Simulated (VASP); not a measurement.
A run of VASP 6.6.1 is set up as follows.

File INCAR:

```
SYSTEM = HgSe
PREC = Accurate
ENCUT = 500
EDIFF = 1E-6
ISMEAR = 0
SIGMA = 0.03
LREAL = .FALSE.
LASPH = .TRUE.
NELM = 120
ALGO = Normal
ISIF = 2
LWAVE = .FALSE.
LCHARG = .FALSE.
GGA = PE
NBANDS = 16
GGA_COMPAT = .FALSE.
```

The input KPOINTS:

```
regular mesh
0
G
  16 16 16
  0 0 0
```

Contents of POSCAR:

```
HgSe
1.0
    0.0000000000      3.1301066918      3.1301066918
    3.1301066918      0.0000000000      3.1301066918
    3.1301066918      3.1301066918      0.0000000000
Hg Se
1 1
Direct
    0.0000000000      0.0000000000      0.0000000000
    0.2500000000      0.2500000000      0.2500000000
```

Potentials or basis: VASP PAW PBE potentials, release 64 (Hg, Se).

Run with:

```bash
$ cat potpaw_PBE.64/Hg/POTCAR potpaw_PBE.64/Se/POTCAR > POTCAR
$ mpirun -np 1 vasp_std > vasp.out
```

What does it give for the pressure?

0.2 GPa.

Estimate the band gap on the k mesh.

zero (filled and empty bands touch).

Caveat: spin-orbit coupling is left out, which moves the levels of the heavy elements.
